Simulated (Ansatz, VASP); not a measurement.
**Ir: VASP beside Ansatz**

```xyz
2
Lattice="2.7201 0.0000 0.0000 -1.3601 2.3557 0.0000 0.0000 0.0000 4.4080" Properties=species:S:1:pos:R:3 pbc="T T T"
Ir    0.0000    1.5705    1.1020
Ir    1.3601    0.7852    3.3060
```

Alike in both runs: functional PBEsol; k mesh 16 × 16 × 9; occupations fermi-dirac, width 0.08 eV; no spin polarisation.

Ansatz relaxed the structure, and its values are those at the end. VASP's run is a single point on that final structure, the one shown.

```csv
,VASP,Ansatz
version,VASP 6.6.1,Ansatz 0.2.0
potentials or method,"VASP PAW PBE potentials, release 64 (Ir)","PAW with Ansatz's default frozen-core files, scalar-relativistic"
plane-wave cutoff (eV),520,420
valence electrons in the cell,18,34
```

|  | VASP | Ansatz | Ansatz less VASP |
| --- | --- | --- | --- |
| pressure (GPa) | 1.0 | 0.0 | -0.99 |

VASP's potentials were made for PBE, not for PBEsol. The functional is the same, so the differences come from potentials, cutoffs and numerics. VASP's potentials hold 18 valence electrons a cell and Ansatz's 34, so a difference there can come from the potentials and not from the codes.

Spin-orbit coupling is off throughout.
